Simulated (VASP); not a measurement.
# In (Im-3m) in VASP: notebook

The runs below take In through single point, with r2SCAN.

Program: VASP 6.6.1. These are calculated values, not measurements. Logs are shortened: lines on timing, memory, paths and dates and some standing lists are left out, and cuts for length are marked.

## Step 1: The cell of the first run

It takes space group Im-3m (No. 229, cubic). The conventional cell has a = 3.814 Å, b = 3.814 Å, c = 3.814 Å, α = 90.00°, β = 90.00°, γ = 90.00°. Within 4.3 Å of In (site symmetry m-3m) lie 14 In at 3.30 to 3.81 Å.

## Step 2: Single point, r2SCAN (volume scaled by 1.04)

Input file POSCAR:

```
In
1.0
   -1.9069194278      1.9069194278      1.9069194278
    1.9069194278     -1.9069194278      1.9069194278
    1.9069194278      1.9069194278     -1.9069194278
In
1
Direct
    0.0000000000      0.0000000000      0.0000000000
```

Input file INCAR.step1:

```
SYSTEM = In
  PREC = Accurate
  ENCUT = 550
  ISMEAR = -1
  SIGMA = 0.1
  LREAL = .FALSE.
  LASPH = .TRUE.
  NELM = 120
  NBANDS = 12
  GGA = PE
  ALGO = Normal
  EDIFF = 1E-5
  LWAVE = .TRUE.
  LCHARG = .FALSE.
  GGA_COMPAT = .FALSE.
```

Input file INCAR.step2:

```
SYSTEM = In
  PREC = Accurate
  ENCUT = 550
  EDIFF = 1E-6
  ISMEAR = -1
  SIGMA = 0.1
  LREAL = .FALSE.
  LASPH = .TRUE.
  NELM = 120
  ALGO = Normal
  ISIF = 2
  LWAVE = .FALSE.
  LCHARG = .FALSE.
  METAGGA = R2SCAN
  LMIXTAU = .TRUE.
  NBANDS = 12
  ISTART = 1
  GGA_COMPAT = .FALSE.
```

Input file KPOINTS:

```
Automatic mesh
0
G
  13 13 13
  0 0 0
```

Potentials or basis: VASP PAW PBE potentials, release 64 (In_d).

Command:

```console
> cat potpaw_PBE.64/In_d/POTCAR > POTCAR
> cp INCAR.step1 INCAR
> mpirun -np 1 vasp_std > vasp.out
> cp INCAR.step2 INCAR
> mpirun -np 1 vasp_std > vasp.out
```

OUTCAR:

```text
SYSTEM = In
   PREC = Accurate
   ENCUT = 550
   EDIFF = 1E-6
   ISMEAR = -1
   LREAL = .FALSE.
   LASPH = .TRUE.
   NELM = 120
   ISIF = 2
   METAGGA = R2SCAN
   ISTART = 1

 ion  position               nearest neighbor table
   1  0.000  0.000  0.000-

  LATTYP: Found a body centered cubic cell.
 ALAT       =     3.8138388556

  Lattice vectors:

 A1 = (  -1.9069194278,   1.9069194278,   1.9069194278)
 A2 = (   1.9069194278,  -1.9069194278,   1.9069194278)
 A3 = (   1.9069194278,   1.9069194278,  -1.9069194278)

Analysis of symmetry for initial positions (statically):
=====================================================================
 Subroutine PRICEL returns:
 Original cell was already a primitive cell.

 Routine SETGRP: Setting up the symmetry group for a
 body centered cubic supercell.

 Subroutine GETGRP returns: Found 48 space group operations
 (whereof 48 operations were pure point group operations)
 out of a pool of 48 trial point group operations.

The static configuration has the point symmetry O_h .

Analysis of symmetry for dynamics (positions and initial velocities):
=====================================================================
 Subroutine PRICEL returns:
 Original cell was already a primitive cell.

 Routine SETGRP: Setting up the symmetry group for a
 body centered cubic supercell.

 Subroutine GETGRP returns: Found 48 space group operations
 (whereof 48 operations were pure point group operations)
 out of a pool of 48 trial point group operations.

The dynamic configuration has the point symmetry O_h .

 Subroutine INISYM returns: Found 48 space group operations
 (whereof 48 operations are pure point group operations),
 and found     1 'primitive' translations

----------------------------------------------------------------------------------------

                                     Primitive cell

  volume of cell :      27.7368

  direct lattice vectors                    reciprocal lattice vectors
    -1.906919428  1.906919428  1.906919428     0.000000000  0.262203003  0.262203003
     1.906919428 -1.906919428  1.906919428     0.262203003  0.000000000  0.262203003
     1.906919428  1.906919428 -1.906919428     0.262203003  0.262203003  0.000000000

  length of vectors
     3.302881335  3.302881335  3.302881335     0.370811043  0.370811043  0.370811043

  position of ions in fractional coordinates (direct lattice)
     0.000000000  0.000000000  0.000000000

  ion indices of the primitive-cell ions
   primitive index   ion index
                 1           1

----------------------------------------------------------------------------------------

 KPOINTS: Automatic mesh

Automatic generation of k-mesh.
 Grid dimensions read from file:
 generate k-points for:   13   13   13

 Generating k-lattice:

  Cartesian coordinates                     Fractional coordinates (reciprocal lattice)
     0.000000000  0.020169462  0.020169462     0.076923077  0.000000000  0.000000000
     0.020169462  0.000000000  0.020169462     0.000000000  0.076923077  0.000000000
     0.020169462  0.020169462  0.000000000     0.000000000  0.000000000  0.076923077

  Length of vectors
     0.028523926  0.028523926  0.028523926

  Shift w.r.t. Gamma in fractional coordinates (k-lattice)
     0.000000000  0.000000000  0.000000000

 Subroutine IBZKPT returns following result:
 ===========================================

 Found     84 irreducible k-points:

 Following reciprocal coordinates:
            Coordinates               Weight
  0.000000  0.000000  0.000000      1.000000
  0.076923  0.000000  0.000000     12.000000
  0.153846  0.000000  0.000000     12.000000
  0.230769  0.000000  0.000000     12.000000
  0.307692  0.000000  0.000000     12.000000
  0.384615  0.000000  0.000000     12.000000
[... 16 lines left out ...]
  0.153846  0.076923  0.076923     24.000000
  0.230769  0.076923  0.076923     24.000000
 [... further k-points ...]
   k-points           NKPTS =     84   k-points in BZ     NKDIM =     84   number of bands    NBANDS=     12
   number of dos      NEDOS =    301   number of ions     NIONS =      1
   total plane-waves  NPLWV =  21952
   dimension x,y,z NGX =    28 NGY =   28 NGZ =   28
   dimension x,y,z NGXF=    56 NGYF=   56 NGZF=   56
   ions per type =               1
   NGX,Y,Z   is equivalent  to a cutoff of  14.09, 14.09, 14.09 a.u.
   NGXF,Y,Z  is equivalent  to a cutoff of  28.19, 28.19, 28.19 a.u.
 SYSTEM =  In
   PREC   = accura    normal or accurate (medium, high low for compatibility)
   ISTART =      1    job   : 0-new  1-cont  2-samecut
   ICHARG =      0    charge: 1-file 2-atom 10-const
   ISPIN  =      1    spin polarized calculation?
   LNONCOLLINEAR =      F non collinear calculations
   LSORBIT =      F    spin-orbit coupling
   LASPH  =      T    aspherical Exc in radial PAW
   ENCUT  =  550.0 eV  40.42 Ry    6.36 a.u.   6.32  6.32  6.32*2*pi/ulx,y,z
[... 58 lines left out ...]
      7      17.9177      0.00000
      8      17.9177      0.00000
      9      17.9177      0.00000
     10      20.4389      0.00000
     11      20.4389      0.00000
     12      20.4389      0.00000

 k-point     2 :       0.0769    0.0000    0.0000
  band No.  band energies     occupation
      1      -8.3868      2.00000
      2      -8.3754      2.00000
      3      -8.3585      2.00000
      4      -8.1306      2.00000
      5      -8.1248      2.00000
      6      -2.6351      2.00000
      7      16.5724      0.00000
      8      17.2597      0.00000
      9      17.6345      0.00000
     10      19.4960      0.00000
     11      19.7797      0.00000
     12      20.2634      0.00000

 k-point     3 :       0.1538    0.0000    0.0000
  band No.  band energies     occupation
      1      -8.4029      2.00000
      2      -8.3634      2.00000
      3      -8.2954      2.00000
      4      -8.1457      2.00000
      5      -8.1259      2.00000
      6      -2.2181      2.00000
      7      13.9520      0.00000
      8      16.0324      0.00000
      9      16.8818      0.00000
     10      18.6989      0.00000
     11      18.8898      0.00000
     12      20.4035      0.00000

 k-point     4 :       0.2308    0.0000    0.0000
  band No.  band energies     occupation
      1      -8.4254      2.00000
      2      -8.3578      2.00000
      3      -8.2047      2.00000
      4      -8.1586      2.00000
      5      -8.1271      2.00000
      6      -1.5161      2.00000
      7      11.2420      0.00000
      8      14.8362      0.00000
      9      16.0104      0.00000
     10      18.0813      0.00000
     11      18.1552      0.00000
     12      21.0213      0.00000

 k-point     5 :       0.3077    0.0000    0.0000
  band No.  band energies     occupation
      1      -8.4493      2.00000
      2      -8.3692      2.00000
      3      -8.1587      2.00000
      4      -8.1282      2.00000
      5      -8.1063      2.00000
      6      -0.5259      2.00000
      7       8.6837      0.00000
      8      13.8520      0.00000
      9      15.2629      0.00000
     10      17.6072      0.00000
     11      17.6279      0.00000
     12      21.9751      0.00000
[... 228 lines left out ...]
      1      -8.4338      2.00000
      2      -8.2645      2.00000
      3      -8.2090      2.00000
      4      -8.1223      2.00000
      5      -8.0809      2.00000
      6       3.6657      2.00000
      7       5.7148      1.99997
      8       6.5914      1.83883
      9      13.0771      0.00000
     10      20.5260      0.00000
     11      20.6038      0.00000
     12      22.0613      0.00000

 k-point    22 :       0.0769    0.0769    0.0769
  band No.  band energies     occupation
      1      -8.3923      2.00000
      2      -8.3923      2.00000
      3      -8.2485      2.00000
      4      -8.1375      2.00000
      5      -8.1375      2.00000
      6      -1.9373      2.00000
      7      13.3570      0.00000
      8      14.8219      0.00000
      9      14.8219      0.00000
     10      20.1500      0.00000
     11      20.1500      0.00000
     12      21.2005      0.00000

 k-point    23 :       0.1538    0.0769    0.0769
  band No.  band energies     occupation
      1      -8.4147      2.00000
      2      -8.3808      2.00000
      3      -8.1774      2.00000
      4      -8.1488      2.00000
      5      -8.1335      2.00000
      6      -1.2320      2.00000
      7      11.2291      0.00000
      8      13.1370      0.00000
      9      13.8828      0.00000
     10      20.2692      0.00000
     11      20.4733      0.00000
     12      21.4508      0.00000

 k-point    24 :       0.2308    0.0769    0.0769
  band No.  band energies     occupation
      1      -8.4369      2.00000
      2      -8.3725      2.00000
      3      -8.1553      2.00000
      4      -8.1307      2.00000
      5      -8.1051      2.00000
      6      -0.2411      2.00000
      7       8.8486      0.00000
      8      12.0823      0.00000
      9      13.1467      0.00000
     10      19.9132      0.00000
     11      20.0900      0.00000
     12      22.3128      0.00000

 [... further k-points ...]

------------------------ aborting loop because EDIFF is reached ----------------------------------------

  FORCE on cell =-STRESS in cart. coord.  units (eV):
  Direction    XX          YY          ZZ          XY          YZ          ZX
  --------------------------------------------------------------------------------------
  -------------------------------------------------------------------------------------
  Total       -0.2607703     -0.2607703     -0.2607703     -0.0000000      0.0000000      0.0000000
  in kB      -15.0630076    -15.0630076    -15.0630076     -0.0000000      0.0000000      0.0000000
  external PRESSURE =     -15.0630076 kB  Pullay stress =       0.0000000 kB

 VOLUME and BASIS-vectors are now :
 -----------------------------------------------------------------------------
  energy-cutoff  :      550.00
  volume of cell :       27.74
      direct lattice vectors                 reciprocal lattice vectors
    -1.906919428  1.906919428  1.906919428     0.000000000  0.262203003  0.262203003
     1.906919428 -1.906919428  1.906919428     0.262203003  0.000000000  0.262203003
     1.906919428  1.906919428 -1.906919428     0.262203003  0.262203003  0.000000000

 POSITION                                       TOTAL-FORCE (eV/Angst)
 -----------------------------------------------------------------------------------
      0.00000      0.00000      0.00000         0.000000      0.000000      0.000000
 -----------------------------------------------------------------------------------
    total drift:                                0.000000      0.000000      0.000000

  FREE ENERGIE OF THE ION-ELECTRON SYSTEM (eV)
  ---------------------------------------------------
  free  energy   TOTEN  =       -22.5545104803 eV

  energy  without entropy=      -22.5392698691  energy(sigma->0) =      -22.54689017
```

Run time: 2.6 min. Hardware: 1 thread of AMD EPYC 9R45 (Zen 5), shared host; peak memory 0.14 GiB.

What came out:

```yaml
Free_energy: -22.5545 eV
Pressure: -1.5 GPa
```

Levels at points of the mesh, in eV from the Fermi level:
| k point | band 3 | band 4 | band 5 | band 6 | band 7 | band 8 | band 9 | band 10 |
| --- | --- | --- | --- | --- | --- | --- | --- | --- |
| (0.00, 0.00, 0.00) | -15.22 | -14.96 | -14.96 | -9.61 | 11.08 | 11.08 | 11.08 | 13.60 |

Caveat: the cell differs from its parent crystal (volume scaled by 1.04); the PAW data sets were made with another functional, which shifts forces and pressure a little; spin-orbit coupling is left out, which moves the levels of the heavy elements.

## Step 3: Single point, r2SCAN (volume scaled by 1.08)

Input file POSCAR:

```
In
1.0
   -1.9310602111      1.9310602111      1.9310602111
    1.9310602111     -1.9310602111      1.9310602111
    1.9310602111      1.9310602111     -1.9310602111
In
1
Direct
    0.0000000000      0.0000000000      0.0000000000
```

Input file INCAR.step1:

```
SYSTEM = In
ALGO = Normal ; EDIFF = 1E-5
ENCUT = 550 ; GGA = PE
GGA_COMPAT = .False. ; ISMEAR = -1
LASPH = .True. ; LCHARG = .False.
LREAL = .False. ; LWAVE = .True.
NBANDS = 12 ; NELM = 120
PREC = Accurate ; SIGMA = 0.1
```

Input file INCAR.step2:

```
SYSTEM = In
ALGO = Normal ; EDIFF = 1E-6
ENCUT = 550 ; GGA_COMPAT = .False.
ISIF = 2 ; ISMEAR = -1
ISTART = 1 ; LASPH = .True.
LCHARG = .True. ; LELF = .True.
LMIXTAU = .True. ; LREAL = .False.
LVHAR = .True. ; LWAVE = .False.
METAGGA = R2SCAN ; NBANDS = 12
NELM = 120 ; PREC = Accurate
SIGMA = 0.1
```

Input file KPOINTS:

```
k-points
0
Gamma
  13 13 13
  0 0 0
```

Potentials or basis: VASP PAW PBE potentials, release 64 (In_d).

Command:

```console
> cat potpaw_PBE.64/In_d/POTCAR > POTCAR
> cp INCAR.step1 INCAR
> mpirun -np 1 vasp_std > vasp.out
> cp INCAR.step2 INCAR
> mpirun -np 1 vasp_std > vasp.out
```

Wall time 2.1 min (1 thread of AMD EPYC 9R45 (Zen 5), shared host); peak memory 0.15 GiB.

Results (log left out):

* Free energy: -22.5411 eV
* Pressure: -2.6 GPa

Levels at points of the mesh, in eV from the Fermi level:
| k point | band 2 | band 3 | band 4 | band 5 | band 6 | band 7 | band 8 | band 9 | band 10 | band 11 |
| --- | --- | --- | --- | --- | --- | --- | --- | --- | --- | --- |
| (0.00, 0.00, 0.00) | -15.17 | -15.17 | -14.94 | -14.94 | -9.35 | 10.67 | 10.67 | 10.67 | 13.49 | 13.49 |

Caveat: the cell differs from its parent crystal (volume scaled by 1.08); the PAW data sets were made with another functional, which shifts forces and pressure a little; spin-orbit coupling is left out, which moves the levels of the heavy elements.

## Step 4: Single point, r2SCAN (volume scaled by 1.12)

Input file POSCAR:

```
In
1.0
   -1.9546120470      1.9546120470      1.9546120470
    1.9546120470     -1.9546120470      1.9546120470
    1.9546120470      1.9546120470     -1.9546120470
In
1
Direct
    0.0000000000      0.0000000000      0.0000000000
```

Input file INCAR.step1:

```
SYSTEM = In
PREC     = Accurate       ! precision mode
ENCUT    = 550            ! plane-wave cutoff, eV
ISMEAR   = -1             ! smearing method
SIGMA    = 0.1            ! smearing width, eV
LREAL    = .False.        ! projectors in reciprocal space
LASPH    = .True.         ! aspherical terms in the spheres
NELM     = 120            ! most SCF steps
NBANDS   = 12             ! bands
GGA      = PE             ! functional
ALGO     = Normal         ! electronic algorithm
EDIFF    = 1E-5           ! SCF threshold, eV
LWAVE    = .True.         ! write WAVECAR
LCHARG   = .False.        ! write CHGCAR
GGA_COMPAT= .False.
```

Input file INCAR.step2:

```
SYSTEM = In
PREC     = Accurate       ! precision mode
ENCUT    = 550            ! plane-wave cutoff, eV
EDIFF    = 1E-6           ! SCF threshold, eV
ISMEAR   = -1             ! smearing method
SIGMA    = 0.1            ! smearing width, eV
LREAL    = .False.        ! projectors in reciprocal space
LASPH    = .True.         ! aspherical terms in the spheres
NELM     = 120            ! most SCF steps
ALGO     = Normal         ! electronic algorithm
ISIF     = 2              ! what is computed and relaxed
LWAVE    = .False.        ! write WAVECAR
LCHARG   = .False.        ! write CHGCAR
METAGGA  = R2SCAN         ! meta-GGA
LMIXTAU  = .True.       
NBANDS   = 12             ! bands
ISTART   = 1            
GGA_COMPAT= .False.
```

Input file KPOINTS:

```
Automatic mesh
0
Gamma
  13 13 13
  0 0 0
```

Command:

```console
> cat potpaw_PBE.64/In_d/POTCAR > POTCAR
> cp INCAR.step1 INCAR
> mpirun -np 1 vasp_std > vasp.out
> cp INCAR.step2 INCAR
> mpirun -np 1 vasp_std > vasp.out
```

Wall time 2.1 min (1 thread of AMD EPYC 9R45 (Zen 5), shared host); peak memory 0.15 GiB.

It converged, with:

| Quantity | Value |
| --- | --- |
| Free energy | -22.5213 eV |
| Pressure | -3.5 GPa |

Levels at points of the mesh, in eV from the Fermi level:
```csv
k point,band 4,band 5,band 6,band 7,band 8,band 9
"(0.00, 0.00, 0.00)",-14.93,-14.93,-9.11,10.28,10.28,10.28
```

Caveat: the cell differs from its parent crystal (volume scaled by 1.12); the PAW data sets were made with another functional, which shifts forces and pressure a little; spin-orbit coupling is left out, which moves the levels of the heavy elements.

## Step 5: Single point, r2SCAN

This run uses another cell than the first one, of 26.67 Å³/atom, 0.962 times its volume.

Input file POSCAR:

```
In
1.0
   -1.8821514369      1.8821514369      1.8821514369
    1.8821514369     -1.8821514369      1.8821514369
    1.8821514369      1.8821514369     -1.8821514369
In
1
Direct
    0.0000000000      0.0000000000      0.0000000000
```

Input file INCAR.step1:

```
SYSTEM = In
PREC = Accurate
ENCUT = 550
ISMEAR = -1
SIGMA = 0.1
LREAL = .FALSE.
LASPH = .TRUE.
NELM = 120
NBANDS = 12
GGA = PE
ALGO = Normal
EDIFF = 1E-5
LWAVE = .TRUE.
LCHARG = .FALSE.
GGA_COMPAT = .FALSE.
```

Input file INCAR.step2:

```
SYSTEM = In
PREC = Accurate
ENCUT = 550
EDIFF = 1E-6
ISMEAR = -1
SIGMA = 0.1
LREAL = .FALSE.
LASPH = .TRUE.
NELM = 120
ALGO = Normal
ISIF = 2
LWAVE = .FALSE.
LCHARG = .TRUE.
METAGGA = R2SCAN
LMIXTAU = .TRUE.
LELF = .TRUE.
LVHAR = .TRUE.
NBANDS = 12
ISTART = 1
GGA_COMPAT = .FALSE.
```

Input file KPOINTS:

```
Automatic mesh
0
G
  19 19 19
  0 0 0
```

Command:

```console
> cat potpaw_PBE.64/In_d/POTCAR > POTCAR
> cp INCAR.step1 INCAR
> mpirun -np 1 vasp_std > vasp.out
> cp INCAR.step2 INCAR
> mpirun -np 1 vasp_std > vasp.out
```

Wall time 6.5 min (1 thread of AMD EPYC 9R45 (Zen 5), shared host); peak memory 0.18 GiB.

Results (log left out):

```yaml
Free_energy: -22.5582 eV
Pressure: 0.0 GPa
```

Levels at points of the mesh, in eV from the Fermi level:
```
           k point  band 3  band 4  band 5  band 6  band 7  band 8  band 9  band 10
(0.00, 0.00, 0.00)  -15.27  -14.99  -14.99   -9.90   11.52   11.52   11.52    13.71
```

Caveat: the PAW data sets were made with another functional, which shifts forces and pressure a little; spin-orbit coupling is left out, which moves the levels of the heavy elements.

## Step 6: Overview

```csv
cell,k mesh,gap on the mesh (eV),pressure (GPa)
"a = 3.303 Å, angles 109.5°, 1 atom",13 × 13 × 13,none,-1.5
"a = 3.345 Å, angles 109.5°, 1 atom",13 × 13 × 13,none,-2.6
"a = 3.385 Å, angles 109.5°, 1 atom",13 × 13 × 13,none,-3.5
"a = 3.260 Å, angles 109.5°, 1 atom",19 × 19 × 19,none,0.0
```

Alike in all rows: task single point; level r2SCAN; potentials or basis VASP PAW PBE potentials, release 64 (In_d); no spin polarisation; cutoff (eV) 550; smearing fermi-dirac 0.1 eV.

Caveats: the PAW data sets were made with another functional, which shifts forces and pressure a little; spin-orbit coupling is left out, which moves the levels of the heavy elements.

Total energies depend on the potentials used, so only differences within one code and one set of settings carry meaning.
